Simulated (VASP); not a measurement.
## MgS: single point with PBEsol

Crystal: MgS.

```
Mg S
1.0
     4.14965    0.00000    0.00000
    -2.07483    3.59371    0.00000
     0.00000    0.00000    6.16031
Mg S
2 2
Direct
  0.66667 0.33333 0.48744
  0.33333 0.66667 0.98744
  0.33333 0.66667 0.38756
  0.66667 0.33333 0.88756
```

This cell differs from its parent crystal: biaxial strain in the a-b plane: +3.0 %, then relaxed in part.

```
Program                : VASP 6.6.1
Task                   : single point
Functional             : PBEsol
Potentials or basis    : VASP PAW PBE potentials, release 64 (Mg, S)
Cutoff                 : 520 eV
k mesh                 : 6 × 6 × 4
Occupations            : gaussian, width 0.02 eV
Spin                   : no spin polarisation
Dipole correction      : no
Further INCAR settings : ALGO = Normal; EDIFF = 1e-06; NBANDS = 16
```

* Pressure: -1.5 GPa
* Band gap on the k mesh: 2.93 eV, direct

Stress tensor (GPa, compression positive):
```
-2.28  0.00  0.00
 0.00 -2.28  0.00
 0.00  0.00 -0.08
```

Levels at points of the mesh, in eV from the valence-band top:
```tsv
k point	band 4	band 5	band 6	band 7	band 8	band 9	band 10	band 11	band 12	band 13
(0.00, 0.00, 0.00)	-1.04	-1.04	-0.49	-0.49	0.00	2.93	3.91	6.80	6.80	7.98
(0.50, 0.00, 0.00)	-2.57	-2.11	-1.69	-1.12	-0.71	4.11	4.96	5.56	7.01	7.84
(0.00, 0.00, 0.50)	-2.02	-0.78	-0.78	-0.78	-0.78	4.37	4.37	6.93	6.93	6.93
(0.50, 0.00, 0.50)	-3.41	-1.25	-1.25	-0.87	-0.87	4.32	4.32	6.04	6.04	8.88
```

Run time: 16 s on 1 thread of Intel(R) Xeon(R) 6975P-C (Granite Rapids) (shared host), peak memory 0.22 GiB.

Caveat: the cell differs from its parent crystal (biaxial strain in the a-b plane: +3.0 %, then relaxed in part); the PAW data sets were made with another functional, which shifts forces and pressure a little.
